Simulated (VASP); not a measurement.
Write the native input for VASP 6.6.1 that does the following.

```
Task                   : single point
Functional             : PBE
Potentials or basis    : VASP PAW PBE potentials, release 64 (Pb_d, O)
Cutoff                 : 520 eV
k mesh                 : 7 × 7 × 6
Occupations            : fermi-dirac, width 0.05 eV
Spin                   : no spin polarisation
Dipole correction      : no
Further INCAR settings : ALGO = Normal; EDIFF = 1e-06; NBANDS = 28
```

The structure of PbO (Litharge) lies in POSCAR:

```
PbO
1.0
    4.0682551615      0.0000000000      0.0000000000
    0.0000000000      4.0682551615      0.0000000000
    0.0000000000      0.0000000000      5.1082602403
Pb O
2 2
Direct
    0.5000000000      0.0000000000      0.7600000000
    0.0000000000      0.5000000000      0.2400000000
    0.5000000000      0.5000000000      0.0000000000
    0.0000000000      0.0000000000      0.0000000000
```

This cell differs from its parent crystal: volume scaled by 1.06.

These files were run (other wordings do the same):

INCAR

```
ALGO = Normal
EDIFF = 1E-6
ENCUT = 520
GGA = PE
ISIF = 2
ISMEAR = -1
LASPH = T
LCHARG = F
LREAL = F
LWAVE = F
NBANDS = 28
NELM = 60
PREC = Accurate
SIGMA = 0.05
```

KPOINTS

```
k-points
0
Gamma
  7 7 6
```

Potentials or basis: VASP PAW PBE potentials, release 64 (Pb_d, O).

Run with:

```console
$ cat potpaw_PBE.64/Pb_d/POTCAR potpaw_PBE.64/O/POTCAR > POTCAR
$ mpirun -np 1 vasp_std > vasp.out
```

It gave:

- Pressure: -1.5 GPa
- Largest force: 0.675 eV/Å
- Band gap on the k mesh: 1.49 eV, indirect (least direct gap 2.21 eV)

Caveat: spin-orbit coupling is left out, which moves the levels of the heavy elements.

Run time: 67 s on 1 thread of Intel(R) Xeon(R) Platinum 8259CL CPU @ 2.50GHz (Skylake/Cascade Lake), with other jobs on the host, peak memory 0.22 GiB.
